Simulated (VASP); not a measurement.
Write the native input for VASP 6.6.1 that does the following.

```yaml
Task: relaxation of cell and atoms
Functional: PBE
Potentials_or_basis: VASP PAW PBE potentials, release 64 (O, Hf_pv)
Cutoff: 600 eV
k_mesh: 5 × 5 × 4
Occupations: fermi-dirac, width 0.1 eV
Spin: no spin polarisation
Dipole_correction: no
Further_INCAR_settings: ALGO = Normal; EDIFF = 1e-06; IBRION = 2; EDIFFG = -0.01; NSW = 60; ISIF = 3
```

The structure of HfO2 lies in POSCAR:

```
HfO2
1.0
    3.7540080000      0.0000000000      0.0000000000
    0.0000000000      3.7540080000      0.0000000000
    0.0000000000      0.0000000000      5.4169130000
O Hf
4 2
Direct
    0.0000000000      0.5000000000      0.2010000000
    0.0000000000      0.5000000000      0.7010000000
    0.5000000000      0.0000000000      0.2990000000
    0.5000000000      0.0000000000      0.7990000000
    0.0000000000      0.0000000000      0.0000000000
    0.5000000000      0.5000000000      0.5000000000
```

These files were run (other wordings do the same):

INCAR

```
SYSTEM = HfO2
ALGO = Normal
EDIFF = 1E-6
EDIFFG = -0.01
ENCUT = 600
GGA = PE
IBRION = 2
ISIF = 3
ISMEAR = -1
LASPH = .TRUE.
LCHARG = .FALSE.
LREAL = .FALSE.
LWAVE = .FALSE.
NELM = 80
NSW = 60
PREC = Accurate
SIGMA = 0.1
```

KPOINTS

```
k-points
0
G
  5 5 4
  0 0 0
```

Potentials or basis: VASP PAW PBE potentials, release 64 (O, Hf_pv).

The run is started by

```sh
$ cat potpaw_PBE.64/O/POTCAR potpaw_PBE.64/Hf_pv/POTCAR > POTCAR
$ mpirun -np 1 vasp_std > vasp.out
```

Results of the run:

```json
{
 "Relaxed volume": "11.20 Å³/atom",
 "Relaxed cell": "a = 3.587 Å, b = 3.587 Å, c = 5.223 Å, α = 90.00°, β = 90.00°, γ = 90.00°",
 "Space group after relaxing (to 0.1 Å)": "P4_2/nmc (No. 137)",
 "Energy gained by relaxing": "140.5 meV/atom",
 "Ionic steps": "11",
 "Pressure after relaxing": "0.0 GPa",
 "Largest force after relaxing": "0.009 eV/Å",
 "Band gap on the k mesh": "4.68 eV (least direct gap 4.75 eV)"
}
```

Caveat: spin-orbit coupling is left out, which moves the levels of the heavy elements; an odd mesh through Γ misses points on the zone boundary, where band edges can lie.

It took 3.6 min on 1 thread of AMD EPYC 7R13, on a shared host, peak memory 0.2 GiB.
